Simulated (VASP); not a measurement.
# SiNi (Pmmn) in VASP: notebook, part 3 of 3

VASP 6.6.1.

## (6) Single point, PBEsol (strain along c alone, the other axes held: -3.0 %, then relaxed in part)

File INCAR:

```
SYSTEM = SiNi
PREC = Accurate ; ENCUT = 520
EDIFF = 1E-6 ; ISMEAR = 0
SIGMA = 0.1 ; LREAL = .FALSE.
LASPH = .TRUE. ; NELM = 80
ALGO = Fast ; ISIF = 2
LWAVE = .FALSE. ; LCHARG = .FALSE.
GGA = PS ; NBANDS = 22
```

File KPOINTS:

```
Automatic mesh
0
G
  18 16 12
  0 0 0
```

File POSCAR:

```
SiNi
1.0
    2.9947885111      0.0000000000      0.0000000000
    0.0000000000      3.2345974111      0.0000000000
    0.0000000000      0.0000000000      4.5322949436
Si Ni
2 2
Direct
    0.5000000000      0.5000000000      0.8444888263
    0.0000000000      0.0000000000      0.1555111737
    0.5000000000      0.5000000000      0.3463752513
    0.0000000000      0.0000000000      0.6536247487
```

Potentials or basis: VASP PAW PBE potentials, release 64 (Si, Ni).

On the command line:

```sh
> cat potpaw_PBE.64/Si/POTCAR potpaw_PBE.64/Ni/POTCAR > POTCAR
> mpirun -np 1 vasp_std > vasp.out
```

OUTCAR:

```text
SYSTEM = SiNi
   PREC = Accurate
   ENCUT = 520
   EDIFF = 1E-6
   ISMEAR = 0
   LREAL = .FALSE.
   LASPH = .TRUE.
   NELM = 80
   ISIF = 2
   GGA = PS

 ion  position               nearest neighbor table
   1  0.500  0.500  0.844-   3 2.26   3 2.27   4 2.37   4 2.37   4 2.37   4 2.37   2 2.62   2 2.62
                             2 2.62   2 2.62
   2  0.000  0.000  0.156-   4 2.26   4 2.27   3 2.37   3 2.37   3 2.37   3 2.37   1 2.62   1 2.62
                             1 2.62   1 2.62
   3  0.500  0.500  0.346-   1 2.26   1 2.27   2 2.37   2 2.37   2 2.37   2 2.37   4 2.61   4 2.61
                             4 2.61   4 2.61
   4  0.000  0.000  0.654-   2 2.26   2 2.27   1 2.37   1 2.37   1 2.37   1 2.37   3 2.61   3 2.61
                             3 2.61   3 2.61
[... 808 lines left out ...]
  -------------------------------------------------------------------------------------
  Total        1.0512894      1.2153352      4.2672580      0.0000000      0.0000000      0.0000000
  in kB       38.3643905     44.3508647    155.7237762      0.0000000      0.0000000      0.0000000
  external PRESSURE =      79.4796771 kB  Pullay stress =       0.0000000 kB

 VOLUME and BASIS-vectors are now :
 -----------------------------------------------------------------------------
  energy-cutoff  :      520.00
  volume of cell :       43.90
      direct lattice vectors                 reciprocal lattice vectors
     2.994788511  0.000000000  0.000000000     0.333913395  0.000000000  0.000000000
     0.000000000  3.234597411  0.000000000     0.000000000  0.309157485  0.000000000
     0.000000000  0.000000000  4.532294944     0.000000000  0.000000000  0.220638774

 POSITION                                       TOTAL-FORCE (eV/Angst)
 -----------------------------------------------------------------------------------
      1.49739      1.61730      3.82747         0.000000      0.000000      0.000994
      0.00000      0.00000      0.70482         0.000000      0.000000     -0.000994
      1.49739      1.61730      1.56987         0.000000      0.000000      0.007670
      0.00000      0.00000      2.96242         0.000000      0.000000     -0.007670
 -----------------------------------------------------------------------------------
    total drift:                                0.000000     -0.000000     -0.000000

  FREE ENERGIE OF THE ION-ELECTRON SYSTEM (eV)
  ---------------------------------------------------
  free  energy   TOTEN  =       -25.8988967651 eV

  energy  without entropy=      -25.8939462168  energy(sigma->0) =      -25.89642149
```

stdout:

```text
POSCAR found type information on POSCAR SiNi
 POSCAR found :  2 types and       4 ions
 scaLAPACK will be used
 -----------------------------------------------------------------------------
|                                                                             |
|                                                                             |
|     You enforced a specific xc type in the INCAR file but a different       |
|     I HOPE YOU KNOW WHAT YOU ARE DOING!                                     |
|                                                                             |
 -----------------------------------------------------------------------------

 LDA part: xc-table for (Slater+PW92), standard interpolation
 POSCAR, INCAR and KPOINTS ok, starting setup
 FFT: planning ... GRIDC
 FFT: planning ... GRID_SOFT
 FFT: planning ... GRID
 WAVECAR not read
 entering main loop
WARNING in EDDRMM: call to ZHEGV failed, returncode =   8  4     22
```

Run time: 9.8 min. Hardware: 1 thread of Oxide Virtual Turin-like, shared host; peak memory 0.55 GiB.

What came out:

| Property | Result |
| --- | --- |
| Free energy | -25.8989 eV |
| Pressure | 7.9 GPa |
| Largest force | 0.008 eV/Å |
| Band gap on the k mesh | zero (bands 14 and 15 overlap by 2.36 eV) |

Forces on the atoms (eV/Å):
```
Si   0.000  0.000  0.001
Si   0.000  0.000 -0.001
Ni   0.000  0.000  0.008
Ni   0.000  0.000 -0.008
```

Stress tensor (GPa, compression positive):
```
 3.84  0.00  0.00
 0.00  4.44  0.00
 0.00  0.00 15.57
```

Levels at points of the mesh, in eV from the Fermi level:
| k point | band 12 | band 13 | band 14 | band 15 | band 16 | band 17 |
| --- | --- | --- | --- | --- | --- | --- |
| (0.00, 0.00, 0.00) | -2.09 | -2.05 | -1.29 | 0.57 | 3.16 | 5.13 |
| (0.50, 0.00, 0.00) | -2.66 | -1.76 | -1.76 | 2.01 | 2.01 | 3.49 |
| (0.00, 0.50, 0.00) | -2.39 | -2.19 | -2.19 | 1.56 | 1.56 | 4.56 |
| (0.50, 0.50, 0.00) | -2.11 | -1.73 | -1.73 | 1.60 | 1.60 | 2.32 |
| (0.00, 0.00, 0.50) | -2.11 | 1.34 | 1.94 | 2.55 | 2.59 | 2.88 |
| (0.50, 0.00, 0.50) | -2.25 | -1.55 | -1.55 | 3.77 | 3.77 | 5.74 |
| (0.00, 0.50, 0.50) | -2.11 | -2.00 | -2.00 | 5.03 | 5.03 | 5.87 |
| (0.50, 0.50, 0.50) | -2.16 | -1.71 | -1.71 | -0.38 | -0.38 | 1.04 |

Caveat: the cell differs from its parent crystal (strain along c alone, the other axes held: -3.0 %, then relaxed in part); the stress differs along the axes, from 4 to 16 GPa; the PAW data sets were made with another functional, which shifts forces and pressure a little.

## (7) Single point, PBEsol (strain along c alone, the other axes held: -1.5 %, then relaxed in part)

File INCAR:

```
PREC = Accurate
ENCUT = 520
EDIFF = 1E-7
ISMEAR = 0
SIGMA = 0.1
LREAL = F
LASPH = T
NELM = 60
ALGO = Fast
ISIF = 2
LWAVE = F
LCHARG = F
GGA = PS
NBANDS = 22
```

File KPOINTS:

```
regular mesh
0
Gamma
  18 16 12
```

File POSCAR:

```
SiNi
1.0
    2.9947885111      0.0000000000      0.0000000000
    0.0000000000      3.2345974111      0.0000000000
    0.0000000000      0.0000000000      4.6023819788
Si Ni
2 2
Direct
    0.5000000000      0.5000000000      0.8435064481
    0.0000000000      0.0000000000      0.1564935519
    0.5000000000      0.5000000000      0.3448828286
    0.0000000000      0.0000000000      0.6551171714
```

Potentials or basis: VASP PAW PBE potentials, release 64 (Si, Ni).

On the command line:

```sh
> cat potpaw_PBE.64/Si/POTCAR potpaw_PBE.64/Ni/POTCAR > POTCAR
> mpirun -np 1 vasp_std > vasp.out
```

OUTCAR:

```text
PREC = Accurate
   ENCUT = 520
   EDIFF = 1E-7
   ISMEAR = 0
   LREAL = F
   LASPH = T
   NELM = 60
   ISIF = 2
   GGA = PS

 ion  position               nearest neighbor table
   1  0.500  0.500  0.844-   3 2.29   3 2.31   4 2.37   4 2.37   4 2.37   4 2.37   2 2.63   2 2.63
                             2 2.63   2 2.63
   2  0.000  0.000  0.156-   4 2.29   4 2.31   3 2.37   3 2.37   3 2.37   3 2.37   1 2.63   1 2.63
                             1 2.63   1 2.63
   3  0.500  0.500  0.345-   1 2.29   1 2.31   2 2.37   2 2.37   2 2.37   2 2.37   4 2.63   4 2.63
                             4 2.63   4 2.63
   4  0.000  0.000  0.655-   2 2.29   2 2.31   1 2.37   1 2.37   1 2.37   1 2.37   3 2.63   3 2.63
                             3 2.63   3 2.63

  LATTYP: Found a simple orthorhombic cell.
 ALAT       =     2.9947885111
 B/A-ratio  =     1.0800754040
 C/A-ratio  =     1.5367969931

  Lattice vectors:

 A1 = (   2.9947885111,   0.0000000000,   0.0000000000)
 A2 = (   0.0000000000,   3.2345974111,   0.0000000000)
 A3 = (   0.0000000000,   0.0000000000,   4.6023819788)

Analysis of symmetry for initial positions (statically):
=====================================================================
 Subroutine PRICEL returns:
 Original cell was already a primitive cell.

 Routine SETGRP: Setting up the symmetry group for a
 simple orthorhombic supercell.

 Subroutine GETGRP returns: Found  8 space group operations
 (whereof  4 operations were pure point group operations)
 out of a pool of  8 trial point group operations.

The static configuration has the point symmetry C_2v.
 The point group associated with its full space group is D_2h.

Analysis of symmetry for dynamics (positions and initial velocities):
=====================================================================
 Subroutine PRICEL returns:
 Original cell was already a primitive cell.

 Routine SETGRP: Setting up the symmetry group for a
 simple orthorhombic supercell.

 Subroutine GETGRP returns: Found  8 space group operations
[... 124 lines left out ...]
   EFERMI_NEDOS =   21; number of points for ismear=-14 and -15
   IALGO  =     68    algorithm
   IMIX   =      4    mixing-type and parameters
     AMIX     =   0.40;   BMIX     =  1.00
     AMIX_MAG =   1.60;   BMIX_MAG =  1.00
  volume/ion in A,a.u.               =      11.15        75.22
  Fermi-wavevector in a.u.,A,eV,Ry     =   1.401967  2.649334 26.742411  1.965512
  Thomas-Fermi vector in A             =   2.524776
   LORBIT       =      0    0 simple, 1 ext, 2 COOP (PROOUT), +10 PAW based schemes
   GGA     = PS    functional components
   LHFCALC =     F    Hartree Fock is set to
   AEXX    =    0.0000 exact exchange contribution
   IVDW    =     0    specifies the selected vdW correction
   LEPSILON=     F    determine dielectric tensor
   LRPA    =     F    only Hartree local field effects (RPA)
 non-spin polarized calculation
 RMM-DIIS sequential band-by-band and
 Gauss-broadening in eV      SIGMA  =   0.10
  energy-cutoff  :      520.00
  volume of cell :       44.58
 maximum number of plane-waves:      1222
 NGX is ok and might be reduce to    24
   NGX = 11   NGY = 13   NGZ = 17

 number of electron      27.9999997 magnetization

 Free energy of the ion-electron system (eV)
  ---------------------------------------------------
  ext. energy  EPLUGINS =         0.00000000
  ---------------------------------------------------
  free energy    TOTEN  =       -25.94684101 eV

  energy without entropy =      -25.94156262  energy(sigma->0) =      -25.94420182

 E-fermi :  11.7883     XC(G=0): -12.7814

 val. band max:       11.7823774554   @ k =   0.1667   0.1250   0.3333
 cond. band min:      11.7908807220   @ k =   0.1667   0.0625   0.2500
 fundamental gap:      0.0085032665
 Fermi energy:        11.7883302597

 k-point     1 :       0.0000    0.0000    0.0000
  band No.  band energies     occupation
      1      -2.4063      2.00000
      2       3.5756      2.00000
      3       5.1521      2.00000
      4       7.4071      2.00000
      5       8.0668      2.00000
      6       8.6276      2.00000
[... 589 lines left out ...]
     21      20.2488      0.00000
     22      20.6321      0.00000

 [... further k-points ...]
[... 5 lines left out ...]
  --------------------------------------------------------------------------------------
  -------------------------------------------------------------------------------------
  Total        0.4905504      0.6565921      2.0095128      0.0000000      0.0000000      0.0000000
  in kB       17.6288963     23.5959347     72.2158129      0.0000000      0.0000000      0.0000000
  external PRESSURE =      37.8135480 kB  Pullay stress =       0.0000000 kB

 VOLUME and BASIS-vectors are now :
 -----------------------------------------------------------------------------
  energy-cutoff  :      520.00
  volume of cell :       44.58
      direct lattice vectors                 reciprocal lattice vectors
     2.994788511  0.000000000  0.000000000     0.333913395  0.000000000  0.000000000
     0.000000000  3.234597411  0.000000000     0.000000000  0.309157485  0.000000000
     0.000000000  0.000000000  4.602381979     0.000000000  0.000000000  0.217278793

 POSITION                                       TOTAL-FORCE (eV/Angst)
 -----------------------------------------------------------------------------------
      1.49739      1.61730      3.88214         0.000000      0.000000      0.002740
      0.00000      0.00000      0.72024         0.000000      0.000000     -0.002740
      1.49739      1.61730      1.58728         0.000000      0.000000      0.008445
      0.00000      0.00000      3.01510         0.000000      0.000000     -0.008445
 -----------------------------------------------------------------------------------
    total drift:                                0.000000     -0.000000      0.000000

  FREE ENERGIE OF THE ION-ELECTRON SYSTEM (eV)
  ---------------------------------------------------
  free  energy   TOTEN  =       -25.9468410132 eV

  energy  without entropy=      -25.9415626227  energy(sigma->0) =      -25.94420182
```

Run time: 12 min. Hardware: 1 thread of Oxide Virtual Turin-like, shared host; peak memory 0.55 GiB.

Results:

```
Free energy            : -25.9468 eV
Pressure               : 3.8 GPa
Largest force          : 0.008 eV/Å
Band gap on the k mesh : zero (bands 14 and 15 overlap by 2.38 eV)
```

Forces in eV/Å, atoms in the order of the input:
```
Si   0.000  0.000  0.003
Si   0.000  0.000 -0.003
Ni   0.000  0.000  0.008
Ni   0.000  0.000 -0.008
```

Caveat: the cell differs from its parent crystal (strain along c alone, the other axes held: -1.5 %, then relaxed in part); the stress differs along the axes, from 2 to 7 GPa; the PAW data sets were made with another functional, which shifts forces and pressure a little.

## (8) Summary

```tsv
cell	further INCAR settings	gap on the mesh (eV)	pressure (GPa)	largest force (eV/Å)
a = 2.995, b = 3.235, c = 4.813 Å, 4 atoms, atomic positions A	ALGO = Fast; EDIFF = 1e-06; NBANDS = 22	none	-6.0	0.01
a = 2.995, b = 3.235, c = 4.672 Å, 4 atoms, atomic positions B	ALGO = Fast; EDIFF = 1e-06; NBANDS = 22	none	0.1	0.01
a = 3.040, b = 3.283, c = 4.743 Å, 4 atoms, atomic positions C	ALGO = Fast; EDIFF = 1e-07; NBANDS = 22	none	-7.6	0.01
a = 2.995, b = 3.235, c = 4.462 Å, 4 atoms, atomic positions D	ALGO = Fast; EDIFF = 1e-07; NBANDS = 22	none	12.7	0.01
a = 2.995, b = 3.235, c = 4.532 Å, 4 atoms, atomic positions E	ALGO = Fast; EDIFF = 1e-06; NBANDS = 22	none	7.9	0.01
a = 2.995, b = 3.235, c = 4.602 Å, 4 atoms, atomic positions F	ALGO = Fast; EDIFF = 1e-07; NBANDS = 22	none	3.8	0.01
```

Alike in all rows: task single point; level PBEsol; potentials or basis VASP PAW PBE potentials, release 64 (Si, Ni); no spin polarisation; k mesh 18 × 16 × 12; cutoff (eV) 520; smearing gaussian 0.1 eV.

Caveats: the PAW data sets were made with another functional, which shifts forces and pressure a little; the stress differs along the axes, from -11 to -3 GPa (at least some runs); the cell stands under tension (at least some runs); the stress differs along the axes, from 6 to 25 GPa (at least some runs); the stress differs along the axes, from 4 to 16 GPa (at least some runs); the stress differs along the axes, from 2 to 7 GPa (at least some runs).

Absolute energies hang on the potentials; compare differences alone.
